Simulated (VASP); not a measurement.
Write the native input for VASP 6.6.1 that does the following.

```yaml
Task: single point
Functional: LDA
Potentials_or_basis: VASP PAW LDA potentials, release 64 (Ga_d)
Cutoff: 520 eV
k_mesh: 13 × 13 × 13
Occupations: fermi-dirac, width 0.1 eV
Spin: no spin polarisation
Dipole_correction: no
Further_INCAR_settings: ALGO = Normal; EDIFF = 1e-07; NBANDS = 12
```

The structure of Ga lies in POSCAR:

```
Ga
1.0
    2.7259102234      0.0000000000      0.0000000000
    0.0000000000      2.7259102234      0.0000000000
    0.0000000000      0.0000000000      2.7259102234
Ga
1
Direct
    0.0000000000      0.0000000000      0.0000000000
```

This cell differs from its parent crystal: volume scaled by 1.12.

These files were run (other wordings do the same):

INCAR

```
PREC = Accurate
ENCUT = 520
EDIFF = 1E-7
ISMEAR = -1
SIGMA = 0.1
LREAL = False
LASPH = True
NELM = 100
ALGO = Normal
ISIF = 2
LWAVE = False
LCHARG = False
NBANDS = 12
```

KPOINTS

```
Automatic mesh
0
Gamma
  13 13 13
```

Potentials or basis: VASP PAW LDA potentials, release 64 (Ga_d).

Command:

```sh
$ cat potpaw_LDA.64/Ga_d/POTCAR > POTCAR
$ mpirun -np 1 vasp_std > vasp.out
```

Results of the run:

| Property | Result |
| --- | --- |
| Pressure | -5.2 GPa |

Wall time 5.8 s on 1 thread of AMD EPYC 9R45 96-Core Processor (Zen 5), with other jobs on the host, peak memory 0.1 GiB.
